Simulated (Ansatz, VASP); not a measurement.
Al2Cu: VASP beside Ansatz

```
CELL_PARAMETERS angstrom
4.12116 0.00000 0.00000
0.00000 4.12116 0.00000
0.00000 0.00000 2.65400
ATOMIC_POSITIONS crystal
Al 0.50000 0.00000 0.50000
Al 0.00000 0.50000 0.50000
Cu 0.00000 0.00000 0.00000
```

Alike in both runs: task single point; functional PBE; k mesh 10 × 10 × 14; occupations gaussian, width 0.15 eV; no spin polarisation.

|  | VASP | Ansatz |
| --- | --- | --- |
| version | VASP 6.6.1 | Ansatz 0.2.0 |
| potentials or method | VASP PAW PBE potentials, release 64 (Al, Cu), cutoff 520 eV | scalar-relativistic, plane waves, PAW |
| valence electrons in the cell | 17 | 25 |

Ansatz gave:

| Item | Value |
| --- | --- |
| gap on the k mesh at the Fermi level (eV) | none |
| pressure (GPa) | 10.1 |
| traceless stress, the component that is largest in VASP (GPa) | 5.84 |

Task: Which values does VASP return?

Result: gap on the k mesh at the Fermi level (eV): none; pressure (GPa): 10.2; traceless stress, the component that is largest in VASP (GPa): 5.78.

A gap of «none» marks a metal or a gap that the smearing closes. VASP's potentials hold 17 valence electrons a cell and Ansatz's 25, so a difference there can come from the potentials and not from the codes.
